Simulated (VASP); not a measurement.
Mg4H, 10 atoms in the cell. The cell holds a slab with vacuum, 10 atoms: a = 6.420 Å, b = 5.138 Å, c = 21.664 Å, α = 90.00°, β = 90.00°, γ = 90.00°. 

```yaml
Program: VASP 6.6.1
Task: single point
Functional: PBE
Potentials_or_basis: VASP PAW PBE potentials, release 64 (Mg, H)
Cutoff: 520 eV
k_mesh: 4 × 5 × 1
Occupations: gaussian, width 0.1 eV
Spin: no spin polarisation
Dipole_correction: yes
Further_INCAR_settings: ALGO = Normal; EDIFF = 1e-06; NBANDS = 20
```

Potentials or basis: VASP PAW PBE potentials, release 64 (Mg, H).

Launch:

```sh
$ cat potpaw_PBE.64/Mg/POTCAR potpaw_PBE.64/H/POTCAR > POTCAR
$ mpirun -np 1 vasp_std > vasp.out
```

Hardware: 1 thread of AMD EPYC 7R13 Processor (Zen 3) (shared host).

Question: How long does it take, and how much memory?

Answer: Run time: 2.8 min on 1 thread of AMD EPYC 7R13 Processor (Zen 3), with other jobs on the host, peak memory 0.62 GiB. Counts: scf iterations 23, k points 9.
